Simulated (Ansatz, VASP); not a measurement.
## Two plane-wave programs on MoS2

```
S Mo
1.0
     3.18404    0.00000    0.00000
    -1.59202    2.75746    0.00000
     0.00000    0.00000   56.44272
S Mo
6 3
Direct
  0.33333 0.66667 0.35747
  0.33333 0.66667 0.41248
  0.66667 0.33333 0.47249
  0.66667 0.33333 0.52751
  0.33333 0.66667 0.58752
  0.33333 0.66667 0.64253
  0.66667 0.33333 0.38497
  0.33333 0.66667 0.50000
  0.66667 0.33333 0.61503
```

Alike in both runs: functional r2SCAN; k mesh 12 × 12 × 1; occupations gaussian, width 0.02 eV; no spin polarisation.

Ansatz relaxed the structure, and its values are those at the end. VASP's run is a single point on that final structure, the one shown.

|  | VASP | Ansatz |
| --- | --- | --- |
| version | VASP 6.6.1 | Ansatz 0.2.0 |
| potentials or method | VASP PAW PBE potentials, release 64 (S, Mo_sv), cutoff 520 eV | scalar-relativistic, plane waves, PAW |
| valence electrons in the cell | 78 | 78 |

|  | VASP | Ansatz | Ansatz less VASP |
| --- | --- | --- | --- |
| gap on the k mesh at the Fermi level (eV) | 1.28 | 1.26 | -0.018 |
| least direct gap on the mesh (eV) | 1.74 | 1.74 | -0.008 |

VASP's potentials were made for PBE, not for r2SCAN. The functional is the same, so the differences come from potentials, cutoffs and numerics.
